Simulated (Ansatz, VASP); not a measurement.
**Two plane-wave programs on Be24NO**

File INCAR:

```
PREC = Accurate
ENCUT = 520
EDIFF = 1E-6
ISMEAR = 0
SIGMA = 0.1
LREAL = False
LASPH = True
NELM = 200
ALGO = Normal
ISIF = 2
LWAVE = False
LCHARG = False
ISPIN = 2
MAGMOM = 0 0 0 0 0 0 0 0 0 0 0 0 0 0 0 0 0 0 0 0 0 0 0 0 1 0
LORBIT = 11
LDIPOL = True
IDIPOL = 3
DIPOL = 0.5 0.5 0.294
GGA = PE
NBANDS = 52
GGA_COMPAT = False
NELMDL = -8
KPAR = 4
```

KPOINTS

```
Automatic mesh
0
Gamma
  6 4 1
```

File POSCAR:

```
Be24NO
1.0
    4.5254381411      0.0000000000      0.0000000000
    0.0000000000      7.1336190820      0.0000000000
    0.0000000000      0.0000000000     22.3685529248
Be N O
24 1 1
Direct
    0.0000000000      0.3750000000      0.1788224752
    0.0000000000      0.8750000000      0.1788224752
    0.5000000000      0.3750000000      0.1788224752
    0.5000000000      0.8750000000      0.1788224752
    0.2500000000      0.1250000000      0.2080237711
    0.2500000000      0.6250000000      0.2080237711
    0.7500000000      0.1250000000      0.2080237711
    0.7500000000      0.6250000000      0.2080237711
    0.2500000000      0.3750000000      0.2664263628
    0.2500000000      0.8750000000      0.2664263628
    0.7500000000      0.3750000000      0.2664263628
    0.7500000000      0.8750000000      0.2664263628
    0.0000000000      0.1250000000      0.2903069137
    0.0000000000      0.6250000000      0.2903069137
    0.5000000000      0.1250000000      0.2903069137
    0.5000000000      0.6250000000      0.2903069137
    0.0000000000      0.3750000000      0.3546814205
    0.0000000000      0.8750000000      0.3546814205
    0.5000000000      0.3750000000      0.3546814205
    0.5000000000      0.8750000000      0.3546814205
    0.2500000000      0.1250000000      0.3741213369
    0.2500000000      0.6250000000      0.3741213369
    0.7500000000      0.1250000000      0.3741213369
    0.7500000000      0.6250000000      0.3741213369
    0.7500000000      0.4583333333      0.4827559906
    0.8896786100      0.5980119434      0.4827559906
```

Input for Ansatz:

```yaml
crystal:
  lattice:
    - [4.5254381411, 0.0, 0.0]
    - [0.0, 7.133619082, 0.0]
    - [0.0, 0.0, 22.3685529248]
  atoms:
    - { symbol: Be, position: [0.0, 0.375, 0.1788224752] }
    - { symbol: Be, position: [0.0, 0.875, 0.1788224752] }
    - { symbol: Be, position: [0.5, 0.375, 0.1788224752] }
    - { symbol: Be, position: [0.5, 0.875, 0.1788224752] }
    - { symbol: Be, position: [0.25, 0.125, 0.2080237711] }
    - { symbol: Be, position: [0.25, 0.625, 0.2080237711] }
    - { symbol: Be, position: [0.75, 0.125, 0.2080237711] }
    - { symbol: Be, position: [0.75, 0.625, 0.2080237711] }
    - { symbol: Be, position: [0.25, 0.375, 0.2664263628] }
    - { symbol: Be, position: [0.25, 0.875, 0.2664263628] }
    - { symbol: Be, position: [0.75, 0.375, 0.2664263628] }
    - { symbol: Be, position: [0.75, 0.875, 0.2664263628] }
    - { symbol: Be, position: [0.0, 0.125, 0.2903069137] }
    - { symbol: Be, position: [0.0, 0.625, 0.2903069137] }
    - { symbol: Be, position: [0.5, 0.125, 0.2903069137] }
    - { symbol: Be, position: [0.5, 0.625, 0.2903069137] }
    - { symbol: Be, position: [0.0, 0.375, 0.3546814205] }
    - { symbol: Be, position: [0.0, 0.875, 0.3546814205] }
    - { symbol: Be, position: [0.5, 0.375, 0.3546814205] }
    - { symbol: Be, position: [0.5, 0.875, 0.3546814205] }
    - { symbol: Be, position: [0.25, 0.125, 0.3741213369] }
    - { symbol: Be, position: [0.25, 0.625, 0.3741213369] }
    - { symbol: Be, position: [0.75, 0.125, 0.3741213369] }
    - { symbol: Be, position: [0.75, 0.625, 0.3741213369] }
    - { symbol: "N", position: [0.75, 0.4583333333, 0.4827559906], spin: 1.0 }
    - { symbol: O, position: [0.88967861, 0.5980119434, 0.4827559906] }
basis:
  ecutwfc: 420
kpoints:
  mp_grid: { grid: [6, 4, 1] }
hamiltonian:
  xc: pbe
scf:
  occupations: { method: gaussian, width: 0.1 }
output:
  forces: true
  eigenvalues: true
  populations: true
magnetization:
  spin_polarized: true
efield:
  axis: 3
  dipole_correction: true
  ramp_width: 0.04
```

Alike in both runs: task single point; functional PBE; k mesh 6 × 4 × 1; occupations gaussian, width 0.1 eV; collinear spin.

|  | VASP | Ansatz |
| --- | --- | --- |
| version | VASP 6.6.1 | Ansatz 0.2.0 |
| potentials or method | VASP PAW PBE potentials, release 64 (Be, N, O), cutoff 520 eV | scalar-relativistic, plane waves, PAW |
| valence electrons in the cell | 59 | 59 |

```tsv
	VASP	Ansatz	Ansatz less VASP
gap on the k mesh at the Fermi level (eV)	none	none	-
rms of the force components (eV/Å)	0.214	0.263	+0.0491
net moment per atom (μB)	0.01	0.04	+0.028
size of the moment on the site where the two differ most (μB)	0.05	0.16	+0.111
```

Site moments also hang on the region over which each program counts them. Atom by atom the forces differ by 0.130 eV/Å (rms over components). A gap of «none» marks a metal or a gap that the smearing closes.

Noted on VASP's run: the standard files for N, O and F lose accuracy on very short bonds.
